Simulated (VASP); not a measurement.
# TlW2 (C15 type) (Fd-3m) in VASP: notebook

The runs below take TlW2 (C15 type) through single point, with r2SCAN.

All numbers are computed with VASP 6.6.1; they aren't measurements. Logs are shortened: lines on timing, memory, paths and dates and some standing lists are left out, and cuts for length are marked.

## 1. The cell of the first run

It takes space group Fd-3m (No. 227, cubic). Conventional cell: a = 7.674 Å, b = 7.674 Å, c = 7.674 Å, α = 90.00°, β = 90.00°, γ = 90.00°. Within 4.2 Å of Tl (site symmetry -43m) lie 12 W at 3.18 Å and 4 Tl at 3.32 Å. Within 3.6 Å of W (site symmetry -3m) lie 6 W at 2.71 Å and 6 Tl at 3.18 Å.

## 2. Single point, r2SCAN

Input file POSCAR:

```
TlW2
1.0
    0.0000000000      3.8368669408      3.8368669408
    3.8368669408      0.0000000000      3.8368669408
    3.8368669408      3.8368669408      0.0000000000
Tl W
2 4
Direct
    0.1250000000      0.1250000000      0.1250000000
   -0.1250000000     -0.1250000000     -0.1250000000
    0.5000000000      0.5000000000      0.5000000000
    0.5000000000      0.5000000000      0.0000000000
    0.5000000000      0.0000000000      0.5000000000
    0.0000000000      0.5000000000      0.5000000000
```

Input file INCAR.step1:

```
PREC = Accurate
ENCUT = 520
ISMEAR = -1
SIGMA = 0.05
LREAL = F
LASPH = T
NELM = 100
NBANDS = 50
GGA = PE
ALGO = Normal
EDIFF = 1E-4
LWAVE = T
LCHARG = F
```

Input file INCAR.step2:

```
PREC = Accurate
ENCUT = 520
EDIFF = 1E-6
ISMEAR = -1
SIGMA = 0.05
LREAL = F
LASPH = T
NELM = 100
ALGO = Normal
ISIF = 2
LWAVE = F
LCHARG = F
METAGGA = R2SCAN
LMIXTAU = T
NBANDS = 50
ISTART = 1
```

Input file KPOINTS:

```
Automatic mesh
0
Gamma
  7 7 7
```

Potentials or basis: VASP PAW PBE potentials, release 64 (Tl_d, W_sv).

Launch:

```bash
cat potpaw_PBE.64/Tl_d/POTCAR potpaw_PBE.64/W_sv/POTCAR > POTCAR
cp INCAR.step1 INCAR
mpirun -np 1 vasp_std > vasp.out
cp INCAR.step2 INCAR
mpirun -np 1 vasp_std > vasp.out
```

OUTCAR:

```text
PREC = Accurate
   ENCUT = 520
   EDIFF = 1E-6
   ISMEAR = -1
   LREAL = F
   LASPH = T
   NELM = 100
   ISIF = 2
   METAGGA = R2SCAN
   ISTART = 1

 ion  position               nearest neighbor table
   1  0.125  0.125  0.125-   4 3.18   5 3.18   6 3.18   3 3.18   5 3.18   6 3.18   3 3.18   4 3.18
                             6 3.18   3 3.18   4 3.18   5 3.18   2 3.32   2 3.32   2 3.32   2 3.32
   2  0.875  0.875  0.875-   3 3.18   4 3.18   5 3.18   3 3.18   4 3.18   6 3.18   3 3.18   5 3.18
                             6 3.18   4 3.18   5 3.18   6 3.18   1 3.32   1 3.32   1 3.32   1 3.32
   3  0.500  0.500  0.500-   4 2.71   5 2.71   6 2.71   4 2.71   5 2.71   6 2.71   2 3.18   1 3.18
                             2 3.18   1 3.18   2 3.18   1 3.18
   4  0.500  0.500  0.000-   3 2.71   3 2.71   5 2.71   6 2.71   5 2.71   6 2.71   1 3.18   2 3.18
                             2 3.18   1 3.18   2 3.18   1 3.18
   5  0.500  0.000  0.500-   3 2.71   4 2.71   3 2.71   4 2.71   6 2.71   6 2.71   1 3.18   1 3.18
                             2 3.18   1 3.18   2 3.18   2 3.18
   6  0.000  0.500  0.500-   3 2.71   4 2.71   5 2.71   3 2.71   4 2.71   5 2.71   1 3.18   2 3.18
                             1 3.18   2 3.18   1 3.18   2 3.18

  LATTYP: Found a face centered cubic cell.
 ALAT       =     7.6737338816

  Lattice vectors:

 A1 = (   0.0000000000,   3.8368669408,   3.8368669408)
 A2 = (   3.8368669408,   0.0000000000,   3.8368669408)
 A3 = (   3.8368669408,   3.8368669408,   0.0000000000)

Analysis of symmetry for initial positions (statically):
=====================================================================
 Subroutine PRICEL returns:
 Original cell was already a primitive cell.

 Routine SETGRP: Setting up the symmetry group for a
 face centered cubic supercell.

 Subroutine GETGRP returns: Found 48 space group operations
 (whereof 12 operations were pure point group operations)
 out of a pool of 48 trial point group operations.

The static configuration has the point symmetry D_3d.
 The point group associated with its full space group is O_h .

Analysis of symmetry for dynamics (positions and initial velocities):
=====================================================================
 Subroutine PRICEL returns:
 Original cell was already a primitive cell.

 Routine SETGRP: Setting up the symmetry group for a
 face centered cubic supercell.

 Subroutine GETGRP returns: Found 48 space group operations
 (whereof 12 operations were pure point group operations)
 out of a pool of 48 trial point group operations.

The dynamic configuration has the point symmetry D_3d.
 The point group associated with its full space group is O_h .

 Subroutine INISYM returns: Found 48 space group operations
 (whereof 12 operations are pure point group operations),
 and found     1 'primitive' translations

----------------------------------------------------------------------------------------

                                     Primitive cell

  volume of cell :     112.9692

  direct lattice vectors                    reciprocal lattice vectors
     0.000000000  3.836866941  3.836866941    -0.130314657  0.130314657  0.130314657
     3.836866941  0.000000000  3.836866941     0.130314657 -0.130314657  0.130314657
     3.836866941  3.836866941  0.000000000     0.130314657  0.130314657 -0.130314657

  length of vectors
     5.426149265  5.426149265  5.426149265     0.225711607  0.225711607  0.225711607

  position of ions in fractional coordinates (direct lattice)
     0.125000000  0.125000000  0.125000000
     0.875000000  0.875000000  0.875000000
     0.500000000  0.500000000  0.500000000
     0.500000000  0.500000000  0.000000000
     0.500000000  0.000000000  0.500000000
     0.000000000  0.500000000  0.500000000

  ion indices of the primitive-cell ions
   primitive index   ion index
                 1           1
                 2           2
                 3           3
                 4           4
                 5           5
                 6           6

----------------------------------------------------------------------------------------

 KPOINTS: Automatic mesh

Automatic generation of k-mesh.
 Grid dimensions read from file:
 generate k-points for:    7    7    7

 Generating k-lattice:

  Cartesian coordinates                     Fractional coordinates (reciprocal lattice)
    -0.018616380  0.018616380  0.018616380     0.142857143  0.000000000  0.000000000
     0.018616380 -0.018616380  0.018616380     0.000000000  0.142857143  0.000000000
     0.018616380  0.018616380 -0.018616380     0.000000000  0.000000000  0.142857143

  Length of vectors
     0.032244515  0.032244515  0.032244515

  Shift w.r.t. Gamma in fractional coordinates (k-lattice)
     0.000000000  0.000000000  0.000000000

 Subroutine IBZKPT returns following result:
 ===========================================

 Found     20 irreducible k-points:

 Following reciprocal coordinates:
            Coordinates               Weight
  0.000000  0.000000  0.000000      1.000000
  0.142857  0.000000  0.000000      8.000000
  0.285714  0.000000  0.000000      8.000000
  0.428571  0.000000  0.000000      8.000000
  0.142857  0.142857  0.000000      6.000000
  0.285714  0.142857  0.000000     24.000000
[... 12 lines left out ...]
 -0.428571  0.428571  0.142857     24.000000
 -0.285714  0.428571  0.142857     24.000000
   k-points           NKPTS =     20   k-points in BZ     NKDIM =     20   number of bands    NBANDS=     50
   number of dos      NEDOS =    301   number of ions     NIONS =      6
   total plane-waves  NPLWV =  64000
   dimension x,y,z NGX =    40 NGY =   40 NGZ =   40
   dimension x,y,z NGXF=    80 NGYF=   80 NGZF=   80
   ions per type =               2   4
   NGX,Y,Z   is equivalent  to a cutoff of  12.26, 12.26, 12.26 a.u.
   NGXF,Y,Z  is equivalent  to a cutoff of  24.51, 24.51, 24.51 a.u.
 SYSTEM =  unknown system
   PREC   = accura    normal or accurate (medium, high low for compatibility)
   ISTART =      1    job   : 0-new  1-cont  2-samecut
   ICHARG =      0    charge: 1-file 2-atom 10-const
   ISPIN  =      1    spin polarized calculation?
   LNONCOLLINEAR =      F non collinear calculations
   LSORBIT =      F    spin-orbit coupling
   LASPH  =      T    aspherical Exc in radial PAW
   ENCUT  =  520.0 eV  38.22 Ry    6.18 a.u.  10.09 10.09 10.09*2*pi/ulx,y,z
   NELM   =    100;   NELMIN=  2; NELMDL=  0     # of ELM steps
   EDIFF  = 0.1E-05   stopping-criterion for ELM
   LREAL  =      F    real-space projection
   EDIFFG = 0.1E-04   stopping-criterion for IOM
   NSW    =      0    number of steps for IOM
   IBRION =     -1    ionic relax: 0-MD 1-quasi-New 2-CG
   NFREE  =      0    steps in history (QN), initial steepest desc. (CG)
   ISIF   =      2    stress and relaxation
   ISYM   =      2    0-nonsym 1-usesym 2-fastsym
   POTIM  = 0.5000    time-step for ionic-motion
   TEBEG  =    0.0;   TEEND  =   0.0 temperature during run
   PSTRESS=    0.0 pullay stress
   NELECT =      82.0000    total number of electrons
   NUPDOWN=      -1.0000    fix difference up-down
   EMIN   =  10.00;   EMAX   =-10.00  energy-range for DOS
   EFERMI =   0.00;   METHOD = LEGACY
   ISMEAR =    -1;   SIGMA  =   0.05  broadening in eV -4-tet -1-fermi 0-gaus
   EFERMI_NEDOS =   21; number of points for ismear=-14 and -15
   IALGO  =     38    algorithm
   IMIX   =      4    mixing-type and parameters
     AMIX     =   0.40;   BMIX     =  1.00
     AMIX_MAG =   1.60;   BMIX_MAG =  1.00
  volume/ion in A,a.u.               =      18.83       127.06
  Fermi-wavevector in a.u.,A,eV,Ry     =   1.471271  2.780299 29.451698  2.164639
  Thomas-Fermi vector in A             =   2.586427
   LORBIT       =      0    0 simple, 1 ext, 2 COOP (PROOUT), +10 PAW based schemes
   METAGGA = R2SCAN    functional components
   LHFCALC =     F    Hartree Fock is set to
   AEXX    =    0.0000 exact exchange contribution
   IVDW    =     0    specifies the selected vdW correction
   LEPSILON=     F    determine dielectric tensor
   LRPA    =     F    only Hartree local field effects (RPA)
 non-spin polarized calculation
  energy-cutoff  :      520.00
  volume of cell :      112.97
 maximum number of plane-waves:      3071
   NGX = 21   NGY = 21   NGZ = 21

 number of electron      81.9999994 magnetization

 Free energy of the ion-electron system (eV)
  ---------------------------------------------------
  ext. energy  EPLUGINS =         0.00000000
  ---------------------------------------------------
  free energy    TOTEN  =      -305.84082877 eV

  energy without entropy =     -305.81542549  energy(sigma->0) =     -305.82812713

 E-fermi :   9.8281     XC(G=0): -13.6452

 val. band max:        9.7614349018   @ k =  -0.4286   0.4286   0.1429
 cond. band min:       9.8408199266   @ k =  -0.4286   0.4286   0.0000
 fundamental gap:      0.0793850249
 Fermi energy:         9.8280715149

 k-point     1 :       0.0000    0.0000    0.0000
  band No.  band energies     occupation
      1     -66.1701      2.00000
      2     -66.0203      2.00000
      3     -66.0203      2.00000
      4     -66.0203      2.00000
      5     -30.6131      2.00000
      6     -30.0898      2.00000
[... 42 lines left out ...]
     49      12.5121      0.00000
     50      13.0454      0.00000

 k-point     2 :       0.1429    0.0000    0.0000
  band No.  band energies     occupation
      1     -66.1646      2.00000
      2     -66.0258      2.00000
      3     -66.0203      2.00000
      4     -66.0203      2.00000
      5     -30.5659      2.00000
      6     -30.0750      2.00000
[... 42 lines left out ...]
     49      12.7110      0.00000
     50      13.2259      0.00000

 k-point     3 :       0.2857    0.0000    0.0000
  band No.  band energies     occupation
      1     -66.1505      2.00000
      2     -66.0402      2.00000
      3     -66.0203      2.00000
      4     -66.0203      2.00000
      5     -30.4564      2.00000
      6     -30.0303      2.00000
[... 890 lines left out ...]
     49      12.6159      0.00000
     50      12.8798      0.00000

 k-point    20 :      -0.2857    0.4286    0.1429
  band No.  band energies     occupation
      1     -66.1059      2.00000
      2     -66.0852      2.00000
      3     -66.0203      2.00000
      4     -66.0203      2.00000
      5     -30.1416      2.00000
      6     -29.9911      2.00000
[... 42 lines left out ...]
     49      12.7191      0.00000
     50      13.0286      0.00000

------------------------ aborting loop because EDIFF is reached ----------------------------------------

  FORCE on cell =-STRESS in cart. coord.  units (eV):
  Direction    XX          YY          ZZ          XY          YZ          ZX
  --------------------------------------------------------------------------------------
  -------------------------------------------------------------------------------------
  Total        0.3823428      0.3823428      0.3823428     -0.0000000      0.0000000     -0.0000000
  in kB        5.4225468      5.4225468      5.4225468     -0.0000000      0.0000000     -0.0000000
  external PRESSURE =       5.4225468 kB  Pullay stress =       0.0000000 kB

 VOLUME and BASIS-vectors are now :
 -----------------------------------------------------------------------------
  energy-cutoff  :      520.00
  volume of cell :      112.97
      direct lattice vectors                 reciprocal lattice vectors
     0.000000000  3.836866941  3.836866941    -0.130314657  0.130314657  0.130314657
     3.836866941  0.000000000  3.836866941     0.130314657 -0.130314657  0.130314657
     3.836866941  3.836866941  0.000000000     0.130314657  0.130314657 -0.130314657

 POSITION                                       TOTAL-FORCE (eV/Angst)
 -----------------------------------------------------------------------------------
      0.95922      0.95922      0.95922        -0.000000      0.000000      0.000000
      6.71452      6.71452      6.71452         0.000000     -0.000000     -0.000000
      3.83687      3.83687      3.83687         0.000000     -0.000000      0.000000
      1.91843      1.91843      3.83687         0.000000     -0.000000      0.000000
      1.91843      3.83687      1.91843         0.000000     -0.000000      0.000000
      3.83687      1.91843      1.91843         0.000000     -0.000000      0.000000
 -----------------------------------------------------------------------------------
    total drift:                                0.000000      0.000000      0.000000

  FREE ENERGIE OF THE ION-ELECTRON SYSTEM (eV)
  ---------------------------------------------------
  free  energy   TOTEN  =      -305.8408287667 eV

  energy  without entropy=     -305.8154254884  energy(sigma->0) =     -305.82812713
```

It took 3.6 min on 1 thread of Intel Xeon Platinum 8559C (Emerald Rapids), shared host; peak memory 0.3 GiB.

Results:

```yaml
Free_energy: -305.8408 eV
Pressure: 0.5 GPa
Band_gap_on_the_k_mesh: zero (band 41 reaches 11.91 eV, above the bottom of band 42 at 9.62 eV)
```

Levels at points of the mesh, in eV from the Fermi level:
```tsv
k point	band 37	band 38	band 39	band 40	band 41	band 42	band 43	band 44	band 45	band 46
(0.00, 0.00, 0.00)	-2.90	0.17	0.17	0.17	2.08	2.08	2.08	2.28	2.28	2.28
```

Caveat: the PAW data sets were made with another functional, which shifts forces and pressure a little; spin-orbit coupling is left out, which moves the levels of the heavy elements.

## 3. Single point, r2SCAN

POSCAR, as its differences from that of step 2:

```diff
@@ -2,5 +2,5 @@
 1.0
-    0.0000000000      3.8368669408      3.8368669408
-    3.8368669408      0.0000000000      3.8368669408
-    3.8368669408      3.8368669408      0.0000000000
+    0.0000000000      3.8368669385      3.8368669385
+    3.8368669385      0.0000000000      3.8368669385
+    3.8368669385      3.8368669385      0.0000000000
 Tl W
```

Input file INCAR.step1:

```
SYSTEM = TlW2
PREC = Accurate
ENCUT = 520
ISMEAR = -1
SIGMA = 0.05
LREAL = .False.
LASPH = .True.
NELM = 60
NBANDS = 50
GGA = PE
ALGO = Normal
EDIFF = 1E-4
LWAVE = .True.
LCHARG = .False.
```

Input file INCAR.step2:

```
SYSTEM = TlW2
PREC = Accurate
ENCUT = 520
EDIFF = 1E-7
ISMEAR = -1
SIGMA = 0.05
LREAL = .False.
LASPH = .True.
NELM = 60
ALGO = Normal
ISIF = 2
LWAVE = .False.
LCHARG = .False.
METAGGA = R2SCAN
LMIXTAU = .True.
NBANDS = 50
ISTART = 1
```

Input file KPOINTS:

```
Automatic mesh
0
Gamma
  7 7 7
  0 0 0
```

Potentials or basis: VASP PAW PBE potentials, release 64 (Tl_d, W_sv).

Launch:

```bash
cat potpaw_PBE.64/Tl_d/POTCAR potpaw_PBE.64/W_sv/POTCAR > POTCAR
cp INCAR.step1 INCAR
mpirun -np 1 vasp_std > vasp.out
cp INCAR.step2 INCAR
mpirun -np 1 vasp_std > vasp.out
```

It took 3.7 min on 1 thread of AMD EPYC 9R45 (Zen 5), shared host; peak memory 0.27 GiB.

The run converged. Its results:

```yaml
Free_energy: -305.8408 eV
Pressure: 0.6 GPa
Band_gap_on_the_k_mesh: zero (band 41 reaches 11.91 eV, above the bottom of band 42 at 9.62 eV)
```

Levels at points of the mesh, in eV from the Fermi level:
| k point | band 37 | band 38 | band 39 | band 40 | band 41 | band 42 | band 43 | band 44 | band 45 | band 46 |
| --- | --- | --- | --- | --- | --- | --- | --- | --- | --- | --- |
| (0.00, 0.00, 0.00) | -2.90 | 0.17 | 0.17 | 0.17 | 2.08 | 2.08 | 2.08 | 2.28 | 2.28 | 2.28 |

Caveat: the PAW data sets were made with another functional, which shifts forces and pressure a little; spin-orbit coupling is left out, which moves the levels of the heavy elements.
